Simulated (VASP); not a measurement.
PbS, 2 atoms in the cell. It takes space group P-6m2 (No. 187, hexagonal). The conventional cell has a = 4.062 Å, b = 4.062 Å, c = 3.763 Å, α = 90.00°, β = 90.00°, γ = 120.00°. Pb (site symmetry -6m2) has 6 S at 3.01 Å and 8 Pb at 3.76 to 4.06 Å within 4.1 Å. Within 4.1 Å of S (site symmetry -6m2) lie 6 Pb at 3.01 Å and 8 S at 3.76 to 4.06 Å. 

| Property | Result |
| --- | --- |
| Program | VASP 6.6.1 |
| Task | single point |
| Functional | LDA |
| Potentials or basis | VASP PAW LDA potentials, release 64 (Pb_d, S) |
| Cutoff | 500 eV |
| k mesh | 6 × 6 × 6 |
| Occupations | fermi-dirac, width 0.1 eV |
| Spin | no spin polarisation |
| Dipole correction | no |
| Further INCAR settings | ALGO = Normal; EDIFF = 1e-06; NBANDS = 17 |

Potentials or basis: VASP PAW LDA potentials, release 64 (Pb_d, S).

Command:

```bash
$ cat potpaw_LDA.64/Pb_d/POTCAR potpaw_LDA.64/S/POTCAR > POTCAR
$ mpirun -np 1 vasp_std > vasp.out
```

Hardware: 1 thread of Intel Xeon 8259CL, on a shared host.

Problem. Estimate the wall time of this run.

Solution. Wall time 38 s on 1 thread of Intel Xeon 8259CL, with other jobs on the host, peak memory 0.16 GiB. Counts: scf iterations 12, k points 28.
